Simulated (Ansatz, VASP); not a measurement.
Two plane-wave programs on Ti3Al

```xyz
4
Lattice="2.8609 0.0000 0.0000 -1.4305 2.4776 0.0000 0.0000 0.0000 9.0513" Properties=species:S:1:pos:R:3 pbc="T T T"
Ti    1.1665    0.8259    0.0000
Ti    0.0915    1.6518    6.8023
Ti    0.0915    1.6518    2.2491
Al    1.5743    0.8259    4.5257
```

Change from the starting cell: mode 4 frozen in at -0.264 Å and mode 5 at +0.000 Å (largest displacements).

Alike in both runs: task single point; functional LDA; k mesh 15 × 15 × 6; occupations gaussian, width 0.15 eV; no spin polarisation.

|  | VASP | Ansatz |
| --- | --- | --- |
| version | VASP 6.6.1 | Ansatz 0.2.0 |
| potentials or method | VASP PAW LDA potentials, release 64 (Ti_sv, Al), cutoff 520 eV | scalar-relativistic, plane waves, PAW |
| valence electrons in the cell | 39 | 39 |

Ansatz gave:

```
gap on the k mesh at the Fermi level (eV)                     : none
pressure (GPa)                                                : -0.5
traceless stress, the component that is largest in VASP (GPa) : -1.56
rms of the force components (eV/Å)                            : 0.132
```

Problem. What did VASP give for the same quantities?

Solution. gap on the k mesh at the Fermi level (eV): none; pressure (GPa): -0.6; traceless stress, the component that is largest in VASP (GPa): -1.54; rms of the force components (eV/Å): 0.132.

Ansatz warns that its potentials were made for another functional, while VASP's fit it. LDA's correlation is that of Perdew and Zunger in VASP and of Perdew and Wang (1992) in Ansatz. Atom by atom the forces differ by 0.003 eV/Å (rms over components). A gap of «none» marks a metal or a gap that the smearing closes.
